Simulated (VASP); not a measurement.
# MgB2 (P6/mmm) in VASP: notebook

The runs below take MgB2 through single point, with PBE, r2SCAN, PBEsol.

Program: VASP 6.6.1. These are calculated values, not measurements. Logs are shortened: lines on timing, memory, paths and dates and some standing lists are left out, and cuts for length are marked.

**1. The cell of the first run**

The structure is hexagonal, space group P6/mmm (No. 191). The conventional cell has a = 3.085 Å, b = 3.085 Å, c = 3.523 Å, α = 90.00°, β = 90.00°, γ = 120.00°. Within 3.3 Å of Mg (site symmetry 6/mmm) lie 12 B at 2.51 Å and 6 Mg at 3.08 to 3.09 Å. B (site symmetry -6m2) has 3 B at 1.78 Å within 2.4 Å.

**2. Single point, PBE**

File INCAR:

```
SYSTEM = MgB2
PREC = Accurate
ENCUT = 840
EDIFF = 1E-6
ISMEAR = 0
SIGMA = 0.1
LREAL = .False.
LASPH = .True.
NELM = 120
ALGO = Normal
ISIF = 2
LWAVE = .False.
LCHARG = .False.
GGA = PE
NBANDS = 15
GGA_COMPAT = .False.
```

File KPOINTS:

```
Automatic mesh
0
Gamma
  7 7 6
  0 0 0
```

File POSCAR:

```
MgB2
1.0
    3.0850000000      0.0000000000      0.0000000000
   -1.5425000000      2.6716883707      0.0000000000
    0.0000000000      0.0000000000      3.5230000000
Mg B
1 2
Direct
    0.0000000000      0.0000000000      0.0000000000
    0.6666666667      0.3333333333      0.5000000000
    0.3333333333      0.6666666667      0.5000000000
```

Potentials or basis: VASP PAW PBE potentials, release 64 (Mg_sv, B).

Run with:

```bash
cat potpaw_PBE.64/Mg_sv/POTCAR potpaw_PBE.64/B/POTCAR > POTCAR
mpirun -np 1 vasp_std > vasp.out
```

OUTCAR:

```text
SYSTEM = MgB2
   PREC = Accurate
   ENCUT = 840
   EDIFF = 1E-6
   ISMEAR = 0
   LREAL = .False.
   LASPH = .True.
   NELM = 120
   ISIF = 2
   GGA = PE

 ion  position               nearest neighbor table
   1  0.000  0.000  0.000-
   2  0.667  0.333  0.500-   3 1.78   3 1.78   3 1.78
   3  0.333  0.667  0.500-   2 1.78   2 1.78   2 1.78

  LATTYP: Found a hexagonal cell.
 ALAT       =     3.0850000000
 C/A-ratio  =     1.1419773096

  Lattice vectors:

 A1 = (   3.0850000000,   0.0000000000,   0.0000000000)
 A2 = (  -1.5425000000,   2.6716883707,   0.0000000000)
 A3 = (   0.0000000000,   0.0000000000,   3.5230000000)

Analysis of symmetry for initial positions (statically):
=====================================================================
 Subroutine PRICEL returns:
 Original cell was already a primitive cell.

 Routine SETGRP: Setting up the symmetry group for a
 hexagonal supercell.

 Subroutine GETGRP returns: Found 24 space group operations
 (whereof 24 operations were pure point group operations)
 out of a pool of 24 trial point group operations.

The static configuration has the point symmetry D_6h.

Analysis of symmetry for dynamics (positions and initial velocities):
=====================================================================
 Subroutine PRICEL returns:
 Original cell was already a primitive cell.

 Routine SETGRP: Setting up the symmetry group for a
 hexagonal supercell.

 Subroutine GETGRP returns: Found 24 space group operations
 (whereof 24 operations were pure point group operations)
 out of a pool of 24 trial point group operations.

The dynamic configuration has the point symmetry D_6h.

 Subroutine INISYM returns: Found 24 space group operations
 (whereof 24 operations are pure point group operations),
 and found     1 'primitive' translations

----------------------------------------------------------------------------------------

                                     Primitive cell

  volume of cell :      29.0371

  direct lattice vectors                    reciprocal lattice vectors
     3.085000000  0.000000000  0.000000000     0.324149109  0.187147575  0.000000000
    -1.542500000  2.671688371  0.000000000     0.000000000  0.374295150  0.000000000
     0.000000000  0.000000000  3.523000000     0.000000000  0.000000000  0.283848992

  length of vectors
     3.085000000  3.085000000  3.523000000     0.374295150  0.374295150  0.283848992

  position of ions in fractional coordinates (direct lattice)
     0.000000000  0.000000000  0.000000000
     0.666666667  0.333333333  0.500000000
     0.333333333  0.666666667  0.500000000

  ion indices of the primitive-cell ions
[... 91 lines left out ...]
   ISMEAR =     0;   SIGMA  =   0.10  broadening in eV -4-tet -1-fermi 0-gaus
   EFERMI_NEDOS =   21; number of points for ismear=-14 and -15
   IALGO  =     38    algorithm
   IMIX   =      4    mixing-type and parameters
     AMIX     =   0.40;   BMIX     =  1.00
     AMIX_MAG =   1.60;   BMIX_MAG =  1.00
  volume/ion in A,a.u.               =       9.68        65.32
  Fermi-wavevector in a.u.,A,eV,Ry     =   1.342137  2.536272 24.508618  1.801333
  Thomas-Fermi vector in A             =   2.470315
   LORBIT       =      0    0 simple, 1 ext, 2 COOP (PROOUT), +10 PAW based schemes
   GGA     = PE    functional components
   LHFCALC =     F    Hartree Fock is set to
   AEXX    =    0.0000 exact exchange contribution
   IVDW    =     0    specifies the selected vdW correction
   LEPSILON=     F    determine dielectric tensor
   LRPA    =     F    only Hartree local field effects (RPA)
 non-spin polarized calculation
 Gauss-broadening in eV      SIGMA  =   0.10
  energy-cutoff  :      840.00
  volume of cell :       29.04
 maximum number of plane-waves:      1636
 NGX is ok and might be reduce to    30
   NGX = 15   NGY = 15   NGZ = 17

 number of electron      16.0000006 magnetization

 Free energy of the ion-electron system (eV)
  ---------------------------------------------------
  ext. energy  EPLUGINS =         0.00000000
  ---------------------------------------------------
  free energy    TOTEN  =       -15.31685277 eV

  energy without entropy =      -15.31189428  energy(sigma->0) =      -15.31437353

 E-fermi :   4.9254     XC(G=0): -11.1158

 val. band max:        4.9158572436   @ k =   0.4286   0.0000   0.0000
 cond. band min:       4.9548448979   @ k =   0.1429  -0.0000   0.3333
 fundamental gap:      0.0389876543
 Fermi energy:         4.9253796779

 k-point     1 :       0.0000    0.0000    0.0000
  band No.  band energies     occupation
      1     -70.0349      2.00000
      2     -36.7857      2.00000
      3     -36.7857      2.00000
      4     -36.7758      2.00000
      5      -7.3346      2.00000
      6       2.1564      2.00000
      7       5.4182      0.00000
      8       5.4182      0.00000
      9       6.7562      0.00000
     10      11.3640      0.00000
     11      11.3640      0.00000
     12      13.1525      0.00000
     13      15.0016      0.00000
     14      17.7389      0.00000
[... 401 lines left out ...]
      2     -36.8167      2.00000
      3     -36.8067      2.00000
      4     -36.7746      2.00000
      5      -2.6393      2.00000
      6      -0.7934      2.00000
      7       0.2355      2.00000
      8       2.8256      2.00000
      9       4.8402      1.77158
     10       9.8186      0.00000
     11      14.9562      0.00000
     12      15.4495      0.00000
     13      16.2045      0.00000
     14      18.1574      0.00000
     15      19.5382      0.00000

 [... further k-points ...]

------------------------ aborting loop because EDIFF is reached ----------------------------------------

  FORCE on cell =-STRESS in cart. coord.  units (eV):
  Direction    XX          YY          ZZ          XY          YZ          ZX
  --------------------------------------------------------------------------------------
  -------------------------------------------------------------------------------------
  Total       -0.3727704     -0.3727704      0.0804167      0.0000000     -0.0000000      0.0000000
  in kB      -20.5682982    -20.5682982      4.4371384      0.0000000     -0.0000000      0.0000000
  external PRESSURE =     -12.2331527 kB  Pullay stress =       0.0000000 kB

 VOLUME and BASIS-vectors are now :
 -----------------------------------------------------------------------------
  energy-cutoff  :      840.00
  volume of cell :       29.04
      direct lattice vectors                 reciprocal lattice vectors
     3.085000000  0.000000000  0.000000000     0.324149109  0.187147575  0.000000000
    -1.542500000  2.671688371  0.000000000     0.000000000  0.374295150  0.000000000
     0.000000000  0.000000000  3.523000000     0.000000000  0.000000000  0.283848992

 POSITION                                       TOTAL-FORCE (eV/Angst)
 -----------------------------------------------------------------------------------
      0.00000      0.00000      0.00000         0.000000      0.000000      0.000000
      1.54250      0.89056      1.76150         0.000000      0.000000      0.000000
     -0.00000      1.78113      1.76150        -0.000000      0.000000      0.000000
 -----------------------------------------------------------------------------------
    total drift:                                0.000000     -0.000000      0.000000

  FREE ENERGIE OF THE ION-ELECTRON SYSTEM (eV)
  ---------------------------------------------------
  free  energy   TOTEN  =       -15.3168527746 eV

  energy  without entropy=      -15.3118942840  energy(sigma->0) =      -15.31437353
```

It took 24 s on 1 thread of Intel Xeon Platinum 8488C (Sapphire Rapids), shared host; peak memory 0.18 GiB.

Results:

- Free energy: -15.3169 eV
- Pressure: -1.2 GPa
- Band gap on the k mesh: zero (bands 8 and 9 overlap by 2.05 eV)

Levels at points of the mesh, in eV from the Fermi level:
```tsv
k point	band 6	band 7	band 8	band 9	band 10	band 11
(0.00, 0.00, 0.00)	-2.77	0.49	0.49	1.83	6.44	6.44
(0.00, 0.00, 0.50)	-7.24	0.86	0.86	6.77	6.77	8.10
```

**3. Single point, r2SCAN**

This run uses another cell than the first one, of 9.54 Å³/atom.

File POSCAR:

```
MgB2
1.0
    3.0730417738      0.0000000000      0.0000000000
   -1.5365208869      2.6613322430      0.0000000000
    0.0000000000      0.0000000000      3.4994167591
Mg B
1 2
Direct
    0.0000000000      0.0000000000      0.0000000000
    0.6666666667      0.3333333333      0.5000000000
    0.3333333333      0.6666666667      0.5000000000
```

File INCAR.step1:

```
SYSTEM = MgB2
PREC = Accurate
ENCUT = 750
ISMEAR = -1
SIGMA = 0.05
LREAL = .False.
LASPH = .True.
NELM = 120
NBANDS = 15
GGA = PE
ALGO = Normal
EDIFF = 1E-5
LWAVE = .True.
LCHARG = .False.
GGA_COMPAT = .False.
```

File INCAR.step2:

```
SYSTEM = MgB2
PREC = Accurate
ENCUT = 750
EDIFF = 1E-6
ISMEAR = -1
SIGMA = 0.05
LREAL = .False.
LASPH = .True.
NELM = 120
ALGO = Normal
ISIF = 2
LWAVE = .False.
LCHARG = .False.
METAGGA = R2SCAN
LMIXTAU = .True.
NBANDS = 15
ISTART = 1
GGA_COMPAT = .False.
```

File KPOINTS:

```
regular mesh
0
Gamma
  10 10 8
  0 0 0
```

Potentials or basis: VASP PAW PBE potentials, release 64 (Mg_sv, B).

Run with:

```bash
cat potpaw_PBE.64/Mg_sv/POTCAR potpaw_PBE.64/B/POTCAR > POTCAR
cp INCAR.step1 INCAR
mpirun -np 1 vasp_std > vasp.out
cp INCAR.step2 INCAR
mpirun -np 1 vasp_std > vasp.out
```

Run time: 4.6 min. Hardware: 1 thread of Intel Xeon Platinum 8375C at 2.90GHz (Ice Lake), shared host; peak memory 0.19 GiB.

The run converged. Its results:

```yaml
Free_energy: -19.4252 eV
Pressure: -0.1 GPa
Band_gap_on_the_k_mesh: zero (bands 8 and 9 overlap by 2.59 eV)
```

Stress tensor (GPa, compression positive):
```
-0.16  0.00  0.00
 0.00 -0.16  0.00
 0.00  0.00 -0.06
```

Levels at points of the mesh, in eV from the Fermi level:
| k point | band 4 | band 5 | band 6 | band 7 | band 8 | band 9 | band 10 | band 11 | band 12 | band 13 |
| --- | --- | --- | --- | --- | --- | --- | --- | --- | --- | --- |
| (0.00, 0.00, 0.00) | -43.37 | -13.34 | -3.16 | 0.34 | 0.34 | 2.02 | 6.62 | 6.62 | 8.54 | 10.86 |
| (0.50, 0.00, 0.00) | -43.37 | -9.26 | -8.38 | -2.39 | 0.17 | 3.30 | 4.09 | 5.85 | 8.04 | 13.73 |
| (0.00, 0.00, 0.50) | -43.38 | -12.02 | -7.84 | 0.75 | 0.75 | 6.93 | 6.93 | 8.58 | 10.50 | 11.13 |
| (0.50, 0.00, 0.50) | -43.37 | -8.25 | -7.45 | -3.82 | -2.09 | -1.28 | 6.06 | 9.57 | 9.81 | 14.39 |

Caveat: the PAW data sets were made with another functional, which shifts forces and pressure a little.

**4. Single point, PBEsol**

This run uses another cell than the first one, of 8.47 Å³/atom.

File INCAR:

```
SYSTEM = MgB2
PREC     = Accurate       ! precision mode
ENCUT    = 840            ! plane-wave cutoff, eV
EDIFF    = 1E-6           ! SCF threshold, eV
ISMEAR   = -1             ! smearing method
SIGMA    = 0.05           ! smearing width, eV
LREAL    = .FALSE.        ! projectors in reciprocal space
LASPH    = .TRUE.         ! aspherical terms in the spheres
NELM     = 120            ! most SCF steps
ALGO     = Normal         ! electronic algorithm
ISIF     = 2              ! what is computed and relaxed
LWAVE    = .FALSE.        ! write WAVECAR
LCHARG   = .FALSE.        ! write CHGCAR
GGA      = PS             ! functional
NBANDS   = 15             ! bands
GGA_COMPAT= .FALSE.
```

File KPOINTS:

```
Automatic mesh
0
G
  10 10 8
  0 0 0
```

File POSCAR:

```
MgB2
1.0
    2.9822367323      0.0000000000      0.0000000000
   -1.4911183661      2.5826927703      0.0000000000
    0.0000000000      0.0000000000      3.2994988372
Mg B
1 2
Direct
    0.0000000000      0.0000000000      0.0000000000
    0.6666666667      0.3333333333      0.5000000000
    0.3333333333      0.6666666667      0.5000000000
```

Run with:

```bash
cat potpaw_PBE.64/Mg_sv/POTCAR potpaw_PBE.64/B/POTCAR > POTCAR
mpirun -np 1 vasp_std > vasp.out
```

Wall time 18 s (1 thread of Intel Xeon 6975P-C (Granite Rapids), shared host); peak memory 0.19 GiB.

The run converged. Its results:

| Quantity | Value |
| --- | --- |
| Free energy | -16.0352 eV |
| Pressure | 20.2 GPa |
| Band gap on the k mesh | zero (bands 8 and 9 overlap by 2.99 eV) |

Levels at points of the mesh, in eV from the Fermi level:
| k point | band 6 | band 7 | band 8 | band 9 | band 10 | band 11 |
| --- | --- | --- | --- | --- | --- | --- |
| (0.00, 0.00, 0.00) | -2.88 | 0.25 | 0.25 | 2.41 | 6.49 | 6.49 |
| (0.50, 0.00, 0.00) | -8.49 | -2.49 | 0.35 | 3.56 | 3.87 | 6.35 |
| (0.00, 0.00, 0.50) | -8.07 | 0.78 | 0.78 | 6.80 | 6.80 | 8.33 |
| (0.50, 0.00, 0.50) | -7.36 | -4.00 | -2.14 | -1.51 | 6.33 | 9.49 |

Caveat: the cell stands under pressure; the PAW data sets were made with another functional, which shifts forces and pressure a little.

**5. Overview**

| level | cell | k mesh | cutoff (eV) | smearing | gap on the mesh (eV) | pressure (GPa) |
| --- | --- | --- | --- | --- | --- | --- |
| PBE | a = 3.085, b = 3.085, c = 3.523 Å, angles 90.0, 90.0, 120.0°, 3 atoms | 7 × 7 × 6 | 840 | gaussian 0.1 eV | none | -1.2 |
| r2SCAN | a = 3.073, b = 3.073, c = 3.499 Å, angles 90.0, 90.0, 120.0°, 3 atoms | 10 × 10 × 8 | 750 | fermi-dirac 0.05 eV | none | -0.1 |
| PBEsol | a = 2.982, b = 2.982, c = 3.299 Å, angles 90.0, 90.0, 120.0°, 3 atoms | 10 × 10 × 8 | 840 | fermi-dirac 0.05 eV | none | 20.2 |

Alike in all rows: task single point; potentials or basis VASP PAW PBE potentials, release 64 (Mg_sv, B); no spin polarisation.

Caveats: the PAW data sets were made with another functional, which shifts forces and pressure a little (at least some runs); the cell stands under pressure (at least some runs).

Absolute energies hang on the potentials; compare differences alone.

The gap in the log of VASP goes by the Fermi energy; the results here count the filled bands.